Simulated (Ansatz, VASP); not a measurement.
Two plane-wave programs on Ge

```xyz
4
Lattice="3.0077 0.0000 0.0000 -1.5038 2.6047 0.0000 0.0000 0.0000 9.8230" Properties=species:S:1:pos:R:3 pbc="T T T"
Ge    0.0000    0.0000    0.0000
Ge    0.0000    0.0000    4.9115
Ge    0.0000    1.7365    2.4557
Ge    1.5038    0.8682    7.3672
```

Alike in both runs: task relaxation of cell and atoms; functional PBE; k mesh 12 × 12 × 4; occupations fermi-dirac, width 0.1 eV; no spin polarisation.

|  | VASP | Ansatz |
| --- | --- | --- |
| version | VASP 6.6.1 | Ansatz 0.2.0 |
| potentials or method | VASP PAW PBE potentials, release 64 (Ge_d), cutoff 600 eV | plane waves (420 eV) with PAW, scalar-relativistic |
| valence electrons in the cell | 56 | 56 |

VASP gave:

```
relaxed volume (Å³/atom)                                        : 19.54
relaxed length of the cell vector where the two differ most in proportion (Å) : 3.023
```

What did Ansatz give for the same quantities?

Relaxed volume (Å³/atom): 19.53; relaxed length of the cell vector where the two differ most in proportion (Å): 3.022.
